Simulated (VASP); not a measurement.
A run of VASP 6.6.1 is set up as follows.

The input INCAR:

```
ALGO = Normal ; EDIFF = 1E-8
ENCUT = 520 ; GGA = PE
ISIF = 2 ; ISMEAR = -1
LASPH = T ; LCHARG = F
LEFG = T ; LREAL = F
LWAVE = F ; NBANDS = 16
NELM = 100 ; PREC = Accurate
SIGMA = 0.05
```

File KPOINTS:

```
k-points
0
Gamma
  13 13 12
```

POSCAR

```
WC
1.0
    2.8417946007      0.0000000000      0.0000000000
   -1.4208973004      2.4610663166      0.0000000000
    0.0000000000      0.0000000000      2.7717403707
W C
1 1
Direct
    0.0000000000      0.0000000000      0.0000000000
    0.6666666667      0.3333333333      0.5000000000
```

Potentials or basis: VASP PAW PBE potentials, release 64 (W_sv, C).

Launch:

```sh
$ cat potpaw_PBE.64/W_sv/POTCAR potpaw_PBE.64/C/POTCAR > POTCAR
$ mpirun -np 1 vasp_std > vasp.out
```

(1) What does it give for the band gap on the k mesh?

(2) What does it give for the pressure?

Answers

(1) zero (band 9 reaches 12.79 eV, above the bottom of band 10 at 11.41 eV).

(2) 39.3 GPa.

Caveat: without QUAD_EFG the Cq values of the log hold for a quadrupole moment of 1 mb, not for the nuclei; spin-orbit coupling is left out, which moves the levels of the heavy elements.
